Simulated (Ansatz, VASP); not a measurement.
# One calculation of ZrAl3B3N, two programs

```xyz
8
Lattice="3.4298 1.9802 2.5298 -3.4298 1.9802 2.5298 0.0000 -3.9604 2.5298" Properties=species:S:1:pos:R:3 pbc="T T T"
Zr    0.0000    0.0000   -0.6548
Al    0.0000    1.6026    2.6050
Al   -1.3879   -0.8013    2.6050
Al    1.3879   -0.8013    2.6050
B     0.0000    1.0315    4.6667
B    -0.8933   -0.5157    4.6667
B     0.8933   -0.5157    4.6667
N     0.0000    0.0000    1.6078
```

Alike in both runs: functional PBE; k mesh 3 × 3 × 3; occupations gaussian, width 0.15 eV; no spin polarisation.

Ansatz relaxed the structure, and its values are those at the end. VASP's run is a single point on that final structure, the one shown.

```csv
,VASP,Ansatz
version,VASP 6.6.1,Ansatz 0.2.0
potentials or method,"VASP PAW PBE potentials, release 64 (Zr_sv, Al, B, N), cutoff 520 eV","scalar-relativistic, plane waves, PAW"
valence electrons in the cell,35,35
```

VASP gave:

* gap on the k mesh at the Fermi level (eV): none
* pressure (GPa): -0.1
* rms of the force components (eV/Å): 0.023

Task: Which values does Ansatz return?

Result: gap on the k mesh at the Fermi level (eV): none; pressure (GPa): 0.0; rms of the force components (eV/Å): 0.019.

A gap of «none» marks a metal or a gap that the smearing closes. The functional is the same, so the differences come from potentials, cutoffs and numerics.

The k mesh is coarse, so the values compare programs but aren't converged.
